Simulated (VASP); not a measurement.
# Al3Cl (P6/mmm) in VASP: further runs

Runs on Al3Cl. Level: PBE. Tasks: single point, relaxation of cell and atoms.

Program: VASP 6.6.1. These are calculated values, not measurements. Logs are shortened: lines on timing, memory, paths and dates and some standing lists are left out, and cuts for length are marked.

### 1 The cell of the first run

It takes space group P6/mmm (No. 191, hexagonal). The conventional cell has a = 5.704 Å, b = 5.704 Å, c = 2.982 Å, α = 90.00°, β = 90.00°, γ = 120.00°. Within 3.8 Å of Al (site symmetry mmm) lie 6 Al at 2.85 to 2.98 Å and 4 Cl at 3.22 Å. Cl (site symmetry 6/mmm) has 2 Cl at 2.98 Å and 12 Al at 3.22 Å within 3.9 Å.

### 2 Single point, PBE

The input, INCAR:

```
SYSTEM = Al3Cl
PREC     = Accurate       ! precision mode
ENCUT    = 520            ! plane-wave cutoff, eV
EDIFF    = 1E-6           ! SCF threshold, eV
ISMEAR   = 0              ! smearing method
SIGMA    = 0.1            ! smearing width, eV
LREAL    = .FALSE.        ! projectors in reciprocal space
LASPH    = .TRUE.         ! aspherical terms in the spheres
NELM     = 80             ! most SCF steps
ALGO     = Normal         ! electronic algorithm
ISIF     = 2              ! what is computed and relaxed
LWAVE    = .FALSE.        ! write WAVECAR
LCHARG   = .TRUE.         ! write CHGCAR
GGA      = PE             ! functional
LELF     = .TRUE.         ! ELF
LVHAR    = .TRUE.       
NBANDS   = 16             ! bands
```

The input, KPOINTS:

```
regular mesh
0
G
  6 6 6
  0 0 0
```

The input, POSCAR:

```
Al3Cl
1.0
    5.7038871421      0.0000000000      0.0000000000
   -2.8519435711      4.9397111654      0.0000000000
    0.0000000000      0.0000000000      2.9818273085
Al Cl
3 1
Direct
    0.5000000000      0.0000000000      0.0000000000
    0.0000000000      0.5000000000      0.0000000000
    0.5000000000      0.5000000000      0.0000000000
    0.0000000000      0.0000000000      0.5000000000
```

Potentials or basis: VASP PAW PBE potentials, release 64 (Al, Cl).

Launch:

```bash
$ cat potpaw_PBE.64/Al/POTCAR potpaw_PBE.64/Cl/POTCAR > POTCAR
$ mpirun -np 1 vasp_std > vasp.out
```

OUTCAR:

```text
SYSTEM = Al3Cl
   PREC = Accurate
   ENCUT = 520
   EDIFF = 1E-6
   ISMEAR = 0
   LREAL = .FALSE.
   LASPH = .TRUE.
   NELM = 80
   ISIF = 2
   GGA = PE

 ion  position               nearest neighbor table
   1  0.500  0.000  0.000-   2 2.85   2 2.85   3 2.85   3 2.85
   2  0.000  0.500  0.000-   1 2.85   1 2.85   3 2.85   3 2.85
   3  0.500  0.500  0.000-   2 2.85   2 2.85   1 2.85   1 2.85
   4  0.000  0.000  0.500-

  LATTYP: Found a hexagonal cell.
 ALAT       =     5.7038871421
 C/A-ratio  =     0.5227710918

  Lattice vectors:

 A1 = (   5.7038871421,   0.0000000000,   0.0000000000)
 A2 = (  -2.8519435711,   4.9397111654,   0.0000000000)
 A3 = (   0.0000000000,   0.0000000000,   2.9818273085)

Analysis of symmetry for initial positions (statically):
=====================================================================
 Subroutine PRICEL returns:
 Original cell was already a primitive cell.

 Routine SETGRP: Setting up the symmetry group for a
 hexagonal supercell.

 Subroutine GETGRP returns: Found 24 space group operations
 (whereof 24 operations were pure point group operations)
 out of a pool of 24 trial point group operations.

The static configuration has the point symmetry D_6h.

Analysis of symmetry for dynamics (positions and initial velocities):
=====================================================================
 Subroutine PRICEL returns:
 Original cell was already a primitive cell.

 Routine SETGRP: Setting up the symmetry group for a
 hexagonal supercell.

 Subroutine GETGRP returns: Found 24 space group operations
 (whereof 24 operations were pure point group operations)
 out of a pool of 24 trial point group operations.

The dynamic configuration has the point symmetry D_6h.

 Subroutine INISYM returns: Found 24 space group operations
 (whereof 24 operations are pure point group operations),
 and found     1 'primitive' translations

----------------------------------------------------------------------------------------

                                     Primitive cell

  volume of cell :      84.0146

  direct lattice vectors                    reciprocal lattice vectors
     5.703887142  0.000000000  0.000000000     0.175319037  0.101220493  0.000000000
    -2.851943571  4.939711165  0.000000000     0.000000000  0.202440986  0.000000000
     0.000000000  0.000000000  2.981827309     0.000000000  0.000000000  0.335364827

  length of vectors
     5.703887142  5.703887142  2.981827309     0.202440986  0.202440986  0.335364827

  position of ions in fractional coordinates (direct lattice)
     0.500000000  0.000000000  0.000000000
     1.000000000  0.500000000  0.000000000
     0.500000000  0.500000000  0.000000000
     0.000000000  0.000000000  0.500000000

  ion indices of the primitive-cell ions
   primitive index   ion index
                 1           1
                 2           2
                 3           3
                 4           4

----------------------------------------------------------------------------------------

 KPOINTS: regular mesh

Automatic generation of k-mesh.
 Grid dimensions read from file:
 generate k-points for:    6    6    6

 Generating k-lattice:

  Cartesian coordinates                     Fractional coordinates (reciprocal lattice)
     0.029219839  0.016870082  0.000000000     0.166666667 -0.000000000  0.000000000
     0.000000000  0.033740164  0.000000000     0.000000000  0.166666667  0.000000000
     0.000000000  0.000000000  0.055894138     0.000000000  0.000000000  0.166666667

  Length of vectors
     0.033740164  0.033740164  0.055894138

  Shift w.r.t. Gamma in fractional coordinates (k-lattice)
     0.000000000  0.000000000  0.000000000

 Subroutine IBZKPT returns following result:
 ===========================================

 Found     28 irreducible k-points:

 Following reciprocal coordinates:
            Coordinates               Weight
  0.000000  0.000000  0.000000      1.000000
  0.166667  0.000000  0.000000      6.000000
  0.333333 -0.000000  0.000000      6.000000
  0.500000 -0.000000  0.000000      3.000000
  0.166667  0.166667  0.000000      6.000000
  0.333333  0.166667  0.000000     12.000000
[... 16 lines left out ...]
  0.166667  0.000000  0.500000      6.000000
  0.333333 -0.000000  0.500000      6.000000
 [... further k-points ...]
   k-points           NKPTS =     28   k-points in BZ     NKDIM =     28   number of bands    NBANDS=     16
   number of dos      NEDOS =    301   number of ions     NIONS =      4
   total plane-waves  NPLWV =  42336
   dimension x,y,z NGX =    42 NGY =   42 NGZ =   24
   dimension x,y,z NGXF=    84 NGYF=   84 NGZF=   48
   ions per type =               3   1
   NGX,Y,Z   is equivalent  to a cutoff of  12.24, 12.24, 13.38 a.u.
   NGXF,Y,Z  is equivalent  to a cutoff of  24.48, 24.48, 26.76 a.u.
 SYSTEM =  Al3Cl
   PREC   = accura    normal or accurate (medium, high low for compatibility)
   ISTART =      0    job   : 0-new  1-cont  2-samecut
   ICHARG =      2    charge: 1-file 2-atom 10-const
   ISPIN  =      1    spin polarized calculation?
   LNONCOLLINEAR =      F non collinear calculations
   LSORBIT =      F    spin-orbit coupling
   LASPH  =      T    aspherical Exc in radial PAW
   ENCUT  =  520.0 eV  38.22 Ry    6.18 a.u.  10.61 10.61  5.54*2*pi/ulx,y,z
   NELM   =     80;   NELMIN=  2; NELMDL= -5     # of ELM steps
   EDIFF  = 0.1E-05   stopping-criterion for ELM
   LREAL  =      F    real-space projection
   EDIFFG = 0.1E-04   stopping-criterion for IOM
   NSW    =      0    number of steps for IOM
   IBRION =     -1    ionic relax: 0-MD 1-quasi-New 2-CG
   NFREE  =      0    steps in history (QN), initial steepest desc. (CG)
   ISIF   =      2    stress and relaxation
   ISYM   =      2    0-nonsym 1-usesym 2-fastsym
   POTIM  = 0.5000    time-step for ionic-motion
   TEBEG  =    0.0;   TEEND  =   0.0 temperature during run
   PSTRESS=    0.0 pullay stress
   NELECT =      16.0000    total number of electrons
   NUPDOWN=      -1.0000    fix difference up-down
   EMIN   =  10.00;   EMAX   =-10.00  energy-range for DOS
   EFERMI =   0.00;   METHOD = LEGACY
   ISMEAR =     0;   SIGMA  =   0.10  broadening in eV -4-tet -1-fermi 0-gaus
   EFERMI_NEDOS =   21; number of points for ismear=-14 and -15
   IALGO  =     38    algorithm
   IMIX   =      4    mixing-type and parameters
     AMIX     =   0.40;   BMIX     =  1.00
     AMIX_MAG =   1.60;   BMIX_MAG =  1.00
  volume/ion in A,a.u.               =      21.00       141.74
  Fermi-wavevector in a.u.,A,eV,Ry     =   0.941882  1.779899 12.070296  0.887142
  Thomas-Fermi vector in A             =   2.069437
   LORBIT       =      0    0 simple, 1 ext, 2 COOP (PROOUT), +10 PAW based schemes
   GGA     = PE    functional components
   LHFCALC =     F    Hartree Fock is set to
   AEXX    =    0.0000 exact exchange contribution
   IVDW    =     0    specifies the selected vdW correction
   LEPSILON=     F    determine dielectric tensor
   LRPA    =     F    only Hartree local field effects (RPA)
 non-spin polarized calculation
 Gauss-broadening in eV      SIGMA  =   0.10
  energy-cutoff  :      520.00
  volume of cell :       84.01
 maximum number of plane-waves:      2280
   NGX = 21   NGY = 21   NGZ = 11

 number of electron      15.9999999 magnetization

 Free energy of the ion-electron system (eV)
  ---------------------------------------------------
  ext. energy  EPLUGINS =         0.00000000
  ---------------------------------------------------
  free energy    TOTEN  =       -12.07712764 eV

  energy without entropy =      -12.06235463  energy(sigma->0) =      -12.06974114

 E-fermi :   5.3992     XC(G=0):  -9.3743

 val. band max:        5.3625567448   @ k =   0.1667   0.0000   0.5000
 cond. band min:       5.4012537429   @ k =   0.3333   0.1667   0.1667
 fundamental gap:      0.0386969981
 Fermi energy:         5.3992123599

 k-point     1 :       0.0000    0.0000    0.0000
  band No.  band energies     occupation
      1     -10.7338      2.00000
      2      -2.7039      2.00000
      3      -0.1147      2.00000
      4      -0.1147      2.00000
      5       1.7457      2.00000
      6       1.8435      2.00000
[... 8 lines left out ...]
     15      13.5920      0.00000
     16      13.5920      0.00000

 k-point     2 :       0.1667    0.0000    0.0000
  band No.  band energies     occupation
      1     -10.7247      2.00000
      2      -2.7669      2.00000
      3      -0.3149      2.00000
      4      -0.2022      2.00000
      5       0.9539      2.00000
      6       2.2645      2.00000
[... 8 lines left out ...]
     15      13.1936      0.00000
     16      14.4627      0.00000

 k-point     3 :       0.3333   -0.0000    0.0000
  band No.  band energies     occupation
      1     -10.7065      2.00000
      2      -2.8569      2.00000
      3      -0.7858      2.00000
      4      -0.6012      2.00000
      5       1.4986      2.00000
      6       3.1109      2.00000
[... 8 lines left out ...]
     15      13.1409      0.00000
     16      14.1577      0.00000

 k-point     4 :       0.5000   -0.0000    0.0000
  band No.  band energies     occupation
      1     -10.6973      2.00000
      2      -2.8858      2.00000
      3      -1.0664      2.00000
      4      -0.7141      2.00000
      5       2.1497      2.00000
      6       3.6187      2.00000
[... 8 lines left out ...]
     15      13.1818      0.00000
     16      13.9029      0.00000
[... 324 lines left out ...]
 k-point    22 :       0.0000    0.0000    0.5000
  band No.  band energies     occupation
      1      -9.7783      2.00000
      2      -1.3911      2.00000
      3       1.5374      2.00000
      4       1.5374      2.00000
      5       1.7194      2.00000
      6       2.2450      2.00000
[... 8 lines left out ...]
     15      12.3569      0.00000
     16      12.3569      0.00000

 k-point    23 :       0.1667    0.0000    0.5000
  band No.  band energies     occupation
      1      -9.7755      2.00000
      2      -1.2718      2.00000
      3       1.1780      2.00000
      4       1.4925      2.00000
      5       1.5447      2.00000
      6       2.7622      2.00000
[... 8 lines left out ...]
     15      11.6882      0.00000
     16      12.2607      0.00000

 k-point    24 :       0.3333   -0.0000    0.5000
  band No.  band energies     occupation
      1      -9.7699      2.00000
      2      -0.9658      2.00000
      3       0.8158      2.00000
      4       1.1205      2.00000
      5       1.4085      2.00000
      6       2.7029      2.00000
[... 8 lines left out ...]
     15      11.3352      0.00000
     16      11.5520      0.00000

 [... further k-points ...]
[... 5 lines left out ...]
  --------------------------------------------------------------------------------------
  -------------------------------------------------------------------------------------
  Total       -0.0410546     -0.0410546     -0.0607913      0.0000000      0.0000000      0.0000000
  in kB       -0.7829196     -0.7829196     -1.1593039      0.0000000      0.0000000      0.0000000
  external PRESSURE =      -0.9083810 kB  Pullay stress =       0.0000000 kB

 VOLUME and BASIS-vectors are now :
 -----------------------------------------------------------------------------
  energy-cutoff  :      520.00
  volume of cell :       84.01
      direct lattice vectors                 reciprocal lattice vectors
     5.703887142  0.000000000  0.000000000     0.175319037  0.101220493  0.000000000
    -2.851943571  4.939711165  0.000000000     0.000000000  0.202440986  0.000000000
     0.000000000  0.000000000  2.981827309     0.000000000  0.000000000  0.335364827

 POSITION                                       TOTAL-FORCE (eV/Angst)
 -----------------------------------------------------------------------------------
      2.85194      0.00000      0.00000        -0.000000      0.000000      0.000000
     -1.42597      2.46986      0.00000         0.000000      0.000000      0.000000
      1.42597      2.46986      0.00000         0.000000      0.000000      0.000000
      0.00000      0.00000      1.49091        -0.000000      0.000000      0.000000
 -----------------------------------------------------------------------------------
    total drift:                                0.000000      0.000000      0.000000

  FREE ENERGIE OF THE ION-ELECTRON SYSTEM (eV)
  ---------------------------------------------------
  free  energy   TOTEN  =       -12.0771276447 eV

  energy  without entropy=      -12.0623546294  energy(sigma->0) =      -12.06974114
```

Run time: 63 s. Hardware: 1 thread of AMD EPYC, shared host; peak memory 0.16 GiB.

Results:

```yaml
Free_energy: -12.0771 eV
Pressure: -0.1 GPa
Band_gap_on_the_k_mesh: zero (band 8 reaches 6.32 eV, above the bottom of band 9 at 4.62 eV)
```

(Part 1 of 2 ends here.)
